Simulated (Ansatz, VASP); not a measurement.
## Zn in VASP and in Ansatz

```xyz
2
Lattice="2.6559 0.0000 0.0000 -1.3279 2.3001 0.0000 0.0000 0.0000 4.9302" Properties=species:S:1:pos:R:3 pbc="T T T"
Zn    0.0000    1.5334    1.2325
Zn    1.3279    0.7667    3.6976
```

Change from the starting cell: volume scaled by 0.99.

Alike in both runs: task single point; functional PBEsol; k mesh 16 × 16 × 8; occupations fermi-dirac, width 0.03 eV; no spin polarisation.

|  | VASP | Ansatz |
| --- | --- | --- |
| version | VASP 6.6.1 | Ansatz 0.2.0 |
| potentials or method | VASP PAW PBE potentials, release 64 (Zn), cutoff 520 eV | all-electron LAPW, scalar-relativistic |

|  | VASP | Ansatz | Ansatz less VASP |
| --- | --- | --- | --- |
| pressure (GPa) | -4.5 | -4.8 | -0.35 |
| traceless stress, the component that is largest in VASP (GPa) | 0.09 | 0.20 | +0.110 |

VASP's potentials were made for PBE, not for PBEsol. Ansatz ran all-electron here, and VASP with PAW potentials.
